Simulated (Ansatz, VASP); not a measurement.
# Lu: VASP beside Ansatz

```
Lu
1.0
     0.00000    2.46010    2.46010
     2.46010    0.00000    2.46010
     2.46010    2.46010    0.00000
Lu
1
Direct
  0.00000 0.00000 0.00000
```

Alike in both runs: task single point; functional PBE; k mesh 20 × 20 × 20; occupations gaussian, width 0.1 eV; no spin polarisation.

|  | VASP | Ansatz |
| --- | --- | --- |
| version | VASP 6.6.1 | Ansatz 0.2.0 |
| potentials or method | VASP PAW PBE potentials, release 64 (Lu), cutoff 520 eV | scalar-relativistic, plane waves, PAW |
| valence electrons in the cell | 25 | 25 |

|  | VASP | Ansatz | Ansatz less VASP |
| --- | --- | --- | --- |
| gap on the k mesh at the Fermi level (eV) | none | none | - |
| pressure (GPa) | -1.1 | -1.2 | -0.09 |

A gap of «none» marks a metal or a gap that the smearing closes.

Neither program's run includes spin-orbit coupling.
